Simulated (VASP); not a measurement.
Input of a VASP 6.6.1 run:

Contents of INCAR:

```
SYSTEM = TeWS5
  PREC = Accurate
  ENCUT = 600
  EDIFF = 1E-7
  ISMEAR = 0
  SIGMA = 0.1
  LREAL = .FALSE.
  LASPH = .TRUE.
  NELM = 150
  ALGO = Normal
  ISIF = 3
  LWAVE = .FALSE.
  LCHARG = .FALSE.
  ISPIN = 2
  MAGMOM = -0.01 0.49 0.09 0 0 0 0
  LORBIT = 11
  LMAXMIX = 4
  GGA = PE
  IBRION = 2
  NSW = 90
  EDIFFG = -0.04
```

Contents of KPOINTS:

```
Automatic mesh
0
G
  4 4 2
  0 0 0
```

The input POSCAR:

```
TeWS5
1.0
    4.3848779900      0.0000000000      0.0000000000
    0.0000000000      4.3848779900      0.0000000000
    0.0000000000      0.0000000000      7.8571192800
Te W S
1 1 5
Direct
    0.0000000000      0.0000000000      0.0000000000
    0.5000000000      0.5000000000      0.5000000000
    0.5000000000      0.5000000000      0.0000000000
    0.5000000000      0.0000000000      0.7003319900
    0.0000000000      0.5000000000      0.7003319900
    0.5000000000      0.0000000000      0.2996680100
    0.0000000000      0.5000000000      0.2996680100
```

Potentials or basis: VASP PAW PBE potentials, release 64 (Te, W_sv, S).

Command:

```sh
$ cat potpaw_PBE.64/Te/POTCAR potpaw_PBE.64/W_sv/POTCAR potpaw_PBE.64/S/POTCAR > POTCAR
$ mpirun -np 1 vasp_std > vasp.out
```

Q: Estimate the relaxed cell.

A: a = 4.406 Å, b = 4.406 Å, c = 6.347 Å, α = 90.00°, β = 90.00°, γ = 90.00°.

Q: Estimate the relaxed volume.

A: 17.60 Å³/atom.

Forces in eV/Å, atoms in the order of the input:
```
Te   0.000  0.000  0.000
W    0.000  0.000  0.000
S    0.000  0.000  0.000
S    0.000  0.000 -0.020
S    0.000  0.000 -0.020
S    0.000  0.000  0.020
S    0.000  0.000  0.020
```

Caveat: the k points lie up to 0.49 Å⁻¹ apart in the final cell; the volume moved by over 15 % at a fixed basis, so the end points are rough.
